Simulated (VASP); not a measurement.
Here is a VASP 6.6.1 calculation.

File INCAR:

```
PREC = Accurate ; ENCUT = 750
EDIFF = 1E-6 ; ISMEAR = 0
SIGMA = 0.01 ; LREAL = F
LASPH = T ; NELM = 120
ALGO = Normal ; ISIF = 2
LWAVE = F ; LCHARG = F
GGA = PE ; NBANDS = 13
GGA_COMPAT = F
```

File KPOINTS:

```
regular mesh
0
Gamma
  6 6 6
```

The input POSCAR:

```
Li2Se
1.0
    0.0000000000      2.9935210577      2.9935210577
    2.9935210577      0.0000000000      2.9935210577
    2.9935210577      2.9935210577      0.0000000000
Se Li
1 2
Direct
    0.0000000000      0.0000000000      0.0000000000
    0.2500000000      0.2500000000      0.2500000000
    0.7500000000      0.7500000000      0.7500000000
```

Potentials or basis: VASP PAW PBE potentials, release 64 (Se, Li_sv).

Run with:

```bash
$ cat potpaw_PBE.64/Se/POTCAR potpaw_PBE.64/Li_sv/POTCAR > POTCAR
$ mpirun -np 1 vasp_std > vasp.out
```

(1) What does it give for the band gap on the k mesh?

(2) Predict the pressure.

Answers

(1) 2.97 eV (least direct gap 3.42 eV).

(2) 0.3 GPa.

Caveat: the structure was generated, so it needn't be the stable form of Li2Se.
